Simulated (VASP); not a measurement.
# WC in VASP: relaxation of the atoms with PBE

Aim: the relaxation of the atoms of WC with PBE.

Program: VASP 6.6.1. These are calculated values, not measurements. Logs are shortened: lines on timing, memory, paths and dates and some standing lists are left out, and cuts for length are marked.

### Step 1. The cell of the first run

The cell holds a slab with vacuum, 8 atoms: a = 2.922 Å, b = 2.922 Å, c = 24.965 Å, α = 90.00°, β = 90.00°, γ = 120.00°.

### Step 2. Relaxation of the atoms, PBE

File INCAR:

```
  PREC = Accurate
  ENCUT = 520
  EDIFF = 1E-6
  ISMEAR = 0
  SIGMA = 0.1
  LREAL = F
  LASPH = T
  NELM = 60
  ALGO = Fast
  ISIF = 2
  LWAVE = F
  LCHARG = F
  LDIPOL = T
  IDIPOL = 3
  DIPOL = 0.5 0.5 0.500
  GGA = PE
  IBRION = 2
  NSW = 80
  EDIFFG = -0.02
```

File KPOINTS:

```
Automatic mesh
0
Gamma
  12 12 1
```

File POSCAR:

```
WC
1.0
    2.9217712149      0.0000000000      0.0000000000
   -1.4608856074      2.5303280961      0.0000000000
    0.0000000000      0.0000000000     24.9647693801
C W
4 4
Direct
    0.6666666667      0.3333333333      0.3004233641
    0.6666666667      0.3333333333      0.4144671560
    0.6666666667      0.3333333333      0.5285109480
    0.6666666667      0.3333333333      0.6425547400
    0.0000000000      0.0000000000      0.3574452600
    0.0000000000      0.0000000000      0.4714890520
    0.0000000000      0.0000000000      0.5855328440
    0.0000000000      0.0000000000      0.6995766359
```

Potentials or basis: VASP PAW PBE potentials, release 64 (C, W_sv).

Started as:

```
$ cat potpaw_PBE.64/C/POTCAR potpaw_PBE.64/W_sv/POTCAR > POTCAR
$ mpirun -np 1 vasp_std > vasp.out
```

OUTCAR:

```text
PREC = Accurate
   ENCUT = 520
   EDIFF = 1E-6
   ISMEAR = 0
   LREAL = F
   LASPH = T
   NELM = 60
   ISIF = 2
   GGA = PE
   IBRION = 2
   NSW = 80
   EDIFFG = -0.02

 ion  position               nearest neighbor table
   1  0.667  0.333  0.300-   5 2.21   5 2.21   5 2.21
   2  0.667  0.333  0.414-   5 2.21   6 2.21   5 2.21   6 2.21   5 2.21   6 2.21
   3  0.667  0.333  0.529-   6 2.21   7 2.21   6 2.21   7 2.21   6 2.21   7 2.21
   4  0.667  0.333  0.643-   8 2.21   8 2.21   8 2.21   7 2.21   7 2.21   7 2.21
   5  0.000  0.000  0.357-   1 2.21   1 2.21   1 2.21   2 2.21   2 2.21   2 2.21   6 2.85
   6  0.000  0.000  0.471-   3 2.21   2 2.21   3 2.21   2 2.21   3 2.21   2 2.21   7 2.85   5 2.85

   7  0.000  0.000  0.586-   3 2.21   4 2.21   3 2.21   4 2.21   3 2.21   4 2.21   8 2.85   6 2.85

   8  0.000  0.000  0.700-   4 2.21   4 2.21   4 2.21   7 2.85

  LATTYP: Found a hexagonal cell.
 ALAT       =     2.9217712149
 C/A-ratio  =     8.5443956915

  Lattice vectors:

 A1 = (   2.9217712149,   0.0000000000,   0.0000000000)
 A2 = (  -1.4608856074,   2.5303280961,   0.0000000000)
 A3 = (   0.0000000000,   0.0000000000,  24.9647693801)

Analysis of symmetry for initial positions (statically):
=====================================================================
 Subroutine PRICEL returns:
 Original cell was already a primitive cell.

 Routine SETGRP: Setting up the symmetry group for a
 hexagonal supercell.

 Subroutine GETGRP returns: Found  6 space group operations
 (whereof  6 operations were pure point group operations)
 out of a pool of 24 trial point group operations.

The static configuration has the point symmetry C_3v.

Analysis of symmetry for dynamics (positions and initial velocities):
=====================================================================
 Subroutine PRICEL returns:
 Original cell was already a primitive cell.

 Routine SETGRP: Setting up the symmetry group for a
 hexagonal supercell.

 Subroutine GETGRP returns: Found  6 space group operations
 (whereof  6 operations were pure point group operations)
 out of a pool of 24 trial point group operations.

The dynamic configuration has the point symmetry C_3v.

 Subroutine INISYM returns: Found  6 space group operations
 (whereof  6 operations are pure point group operations),
 and found     1 'primitive' translations

----------------------------------------------------------------------------------------

                                     Primitive cell

  volume of cell :     184.5655

  direct lattice vectors                    reciprocal lattice vectors
     2.921771215  0.000000000  0.000000000     0.342258146  0.197602833  0.000000000
    -1.460885607  2.530328096  0.000000000     0.000000000  0.395205666  0.000000000
     0.000000000  0.000000000 24.964769380     0.000000000  0.000000000  0.040056449

  length of vectors
     2.921771215  2.921771215 24.964769380     0.395205666  0.395205666  0.040056449

  position of ions in fractional coordinates (direct lattice)
     0.666666667  0.333333333  0.300423364
     0.666666667  0.333333333  0.414467156
     0.666666667  0.333333333  0.528510948
     0.666666667  0.333333333  0.642554740
     0.000000000  0.000000000  0.357445260
     0.000000000  0.000000000  0.471489052
     0.000000000  0.000000000  0.585532844
     0.000000000  0.000000000  0.699576636

  ion indices of the primitive-cell ions
   primitive index   ion index
                 1           1
                 2           2
                 3           3
                 4           4
                 5           5
                 6           6
                 7           7
                 8           8

----------------------------------------------------------------------------------------

 KPOINTS: Automatic mesh

Automatic generation of k-mesh.
 Grid dimensions read from file:
 generate k-points for:   12   12    1

[... 41 lines left out ...]
   total plane-waves  NPLWV = 110592
   dimension x,y,z NGX =    24 NGY =   24 NGZ =  192
   dimension x,y,z NGXF=    48 NGYF=   48 NGZF=  384
   ions per type =               4   4
   NGX,Y,Z   is equivalent  to a cutoff of  13.66, 13.66, 12.79 a.u.
   NGXF,Y,Z  is equivalent  to a cutoff of  27.31, 27.31, 25.57 a.u.
 SYSTEM =  unknown system
   PREC   = accura    normal or accurate (medium, high low for compatibility)
   ISTART =      0    job   : 0-new  1-cont  2-samecut
   ICHARG =      2    charge: 1-file 2-atom 10-const
   ISPIN  =      1    spin polarized calculation?
   LNONCOLLINEAR =      F non collinear calculations
   LSORBIT =      F    spin-orbit coupling
   LASPH  =      T    aspherical Exc in radial PAW
   ENCUT  =  520.0 eV  38.22 Ry    6.18 a.u.   5.43  5.43 46.42*2*pi/ulx,y,z
   NELM   =     60;   NELMIN=  2; NELMDL= -5     # of ELM steps
   EDIFF  = 0.1E-05   stopping-criterion for ELM
   LREAL  =      F    real-space projection
   EDIFFG = -.2E-01   stopping-criterion for IOM
   NSW    =     80    number of steps for IOM
   IBRION =      2    ionic relax: 0-MD 1-quasi-New 2-CG
   NFREE  =      1    steps in history (QN), initial steepest desc. (CG)
   ISIF   =      2    stress and relaxation
   ISYM   =      2    0-nonsym 1-usesym 2-fastsym
   POTIM  = 0.5000    time-step for ionic-motion
   TEBEG  =    0.0;   TEEND  =   0.0 temperature during run
   PSTRESS=    0.0 pullay stress
   NELECT =      72.0000    total number of electrons
   NUPDOWN=      -1.0000    fix difference up-down
   EMIN   =  10.00;   EMAX   =-10.00  energy-range for DOS
   EFERMI =   0.00;   METHOD = LEGACY
   ISMEAR =     0;   SIGMA  =   0.10  broadening in eV -4-tet -1-fermi 0-gaus
   EFERMI_NEDOS =   21; number of points for ismear=-14 and -15
   IALGO  =     68    algorithm
   IMIX   =      4    mixing-type and parameters
     AMIX     =   0.40;   BMIX     =  1.00
     AMIX_MAG =   1.60;   BMIX_MAG =  1.00
  volume/ion in A,a.u.               =      23.07       155.69
  Fermi-wavevector in a.u.,A,eV,Ry     =   1.196195  2.260482 19.468351  1.430883
  Thomas-Fermi vector in A             =   2.332142
   LORBIT       =      0    0 simple, 1 ext, 2 COOP (PROOUT), +10 PAW based schemes
   GGA     = PE    functional components
   LHFCALC =     F    Hartree Fock is set to
   AEXX    =    0.0000 exact exchange contribution
   IVDW    =     0    specifies the selected vdW correction
   LEPSILON=     F    determine dielectric tensor
   LRPA    =     F    only Hartree local field effects (RPA)
 conjugate gradient relaxation of ions
 non-spin polarized calculation
 RMM-DIIS sequential band-by-band and
 Gauss-broadening in eV      SIGMA  =   0.10
  energy-cutoff  :      520.00
  volume of cell :      184.57
 maximum number of plane-waves:      5073
 NGX is ok and might be reduce to    24
   NGX = 11   NGY = 11   NGZ = 93

--------------------------------------- Ionic step        1  -------------------------------------------

 number of electron      72.0000005 magnetization

 Free energy of the ion-electron system (eV)
  ---------------------------------------------------
  ext. energy  EPLUGINS =         0.00000000
  ---------------------------------------------------
  free energy    TOTEN  =       -84.47360559 eV

  energy without entropy =      -84.45879795  energy(sigma->0) =      -84.46620177

------------------------ aborting loop because EDIFF is reached ----------------------------------------

  FORCE on cell =-STRESS in cart. coord.  units (eV):
  Direction    XX          YY          ZZ          XY          YZ          ZX
  --------------------------------------------------------------------------------------
  -------------------------------------------------------------------------------------
  Total       -2.7167145     -2.7167145     -6.3699294     -0.0000000      0.0000000      0.0000000
  in kB      -23.5832681    -23.5832681    -55.2961123     -0.0000000      0.0000000      0.0000000
  external PRESSURE =     -34.1542162 kB  Pullay stress =       0.0000000 kB
[... 23 lines left out ...]
  FREE ENERGIE OF THE ION-ELECTRON SYSTEM (eV)
  ---------------------------------------------------
  free  energy   TOTEN  =       -84.4736055931 eV

  energy  without entropy=      -84.4587979488  energy(sigma->0) =      -84.46620177

 dipolmoment           0.000000      0.000000      0.052027 electrons x Angstroem

--------------------------------------- Ionic step        2  -------------------------------------------

 number of electron      72.0000007 magnetization

------------------------ aborting loop because EDIFF is reached ----------------------------------------
[... 73 lines left out ...]
  FREE ENERGIE OF THE ION-ELECTRON SYSTEM (eV)
  ---------------------------------------------------
  free  energy   TOTEN  =       -85.4018788633 eV

  energy  without entropy=      -85.3909218493  energy(sigma->0) =      -85.39640036

[... ionic steps 4 to 14 ...]

--------------------------------------- Ionic step       15  -------------------------------------------

 number of electron      72.0000003 magnetization

------------------------ aborting loop because EDIFF is reached ----------------------------------------
[... 79 lines left out ...]
--------------------------------------- Ionic step       17  -------------------------------------------

 number of electron      72.0000004 magnetization

 dipolmoment           0.000000      0.000000     -0.050305 electrons x Angstroem

 Free energy of the ion-electron system (eV)
  ---------------------------------------------------
  ext. energy  EPLUGINS =         0.00000000
  ---------------------------------------------------
  free energy    TOTEN  =       -85.47957775 eV

  energy without entropy =      -85.46889773  energy(sigma->0) =      -85.47423774

 E-fermi :   2.0103     XC(G=0):  -7.0458

 val. band max:        1.9196543643   @ k =   0.4167   0.0000   0.0000
 cond. band min:       2.0180261134   @ k =   0.3333   0.2500   0.0000
 fundamental gap:      0.0983717490
 Fermi energy:         2.0102874658

 k-point     1 :       0.0000    0.0000    0.0000
  band No.  band energies     occupation
      1     -72.2286      2.00000
      2     -72.0909      2.00000
      3     -72.0261      2.00000
      4     -71.9268      2.00000
      5     -36.7999      2.00000
      6     -36.4901      2.00000
[... 863 lines left out ...]
     42       5.6934      0.00000
     43       5.7859      0.00000

------------------------ aborting loop because EDIFF is reached ----------------------------------------

 vacuum level on the upper side and lower side of the slab       (xc-potential included)        -0.612         0.593

  FORCE on cell =-STRESS in cart. coord.  units (eV):
  Direction    XX          YY          ZZ          XY          YZ          ZX
  --------------------------------------------------------------------------------------
  -------------------------------------------------------------------------------------
  Total        0.9754264      0.9754264     -0.0730076      0.0000000     -0.0000000     -0.0000000
  in kB        8.4674860      8.4674860     -0.6337645      0.0000000     -0.0000000     -0.0000000
  external PRESSURE =       5.4337358 kB  Pullay stress =       0.0000000 kB
[... 23 lines left out ...]
  FREE ENERGIE OF THE ION-ELECTRON SYSTEM (eV)
  ---------------------------------------------------
  free  energy   TOTEN  =       -85.4795777548 eV

  energy  without entropy=      -85.4688977315  energy(sigma->0) =      -85.47423774

 reached required accuracy - stopping structural energy minimisation

 vacuum level on the upper side and lower side of the slab         6.950         8.181
```

Wall time 41 min (1 thread of Oxide Virtual Turin-like, shared host); peak memory 0.37 GiB.

What came out:

```
Free energy                  : -85.4796 eV
Energy gained by relaxing    : 125.7 meV/atom
Ionic steps                  : 17
Largest force after relaxing : 0.011 eV/Å
Band gap on the k mesh       : zero (bands 36 and 37 overlap by 0.67 eV)
```

Forces on the atoms (eV/Å):
```
C    0.000  0.000  0.007
C    0.000  0.000  0.005
C    0.000  0.000 -0.005
C    0.000  0.000  0.011
W    0.000  0.000 -0.009
W    0.000  0.000  0.003
W    0.000  0.000 -0.002
W    0.000  0.000 -0.008
```

Step by step:
```csv
step,energy change (eV),largest force (eV/Å),pressure (GPa)
1,0.0000,5.6350,-3.42
2,-0.4356,5.7514,2.03
3,-0.9283,0.8364,-1.27
4,-0.9285,0.8317,-1.36
5,-0.9800,0.4431,-0.69
6,-0.9809,0.4261,-0.57
7,-0.9952,0.2859,-0.43
8,-0.9953,0.2529,-0.44
9,-1.0005,0.1747,-0.11
10,-1.0005,0.1835,-0.10
11,-1.0036,0.1092,0.07
12,-1.0038,0.1566,0.13
13,-1.0054,0.1296,0.42
14,-1.0054,0.1226,0.41
15,-1.0059,0.0456,0.58
16,-1.0059,0.0299,0.56
17,-1.0060,0.0106,0.54
```

Final structure:
```yaml
crystal:
  lattice:
    - [2.92177, 0.00000, 0.00000]
    - [-1.46089, 2.53033, 0.00000]
    - [0.00000, 0.00000, 24.96477]
  atoms:
    - { symbol: C, position: [0.66667, 0.33333, 0.30964] }
    - { symbol: C, position: [0.66667, 0.33333, 0.41466] }
    - { symbol: C, position: [0.66667, 0.33333, 0.52797] }
    - { symbol: C, position: [0.66667, 0.33333, 0.64273] }
    - { symbol: W, position: [0.00000, 0.00000, 0.35360] }
    - { symbol: W, position: [0.00000, 0.00000, 0.46985] }
    - { symbol: W, position: [0.00000, 0.00000, 0.58438] }
    - { symbol: W, position: [0.00000, 0.00000, 0.69718] }
```

Caveat: spin-orbit coupling is left out, which moves the levels of the heavy elements.

The gap in the log of VASP goes by the Fermi energy; the results here count the filled bands.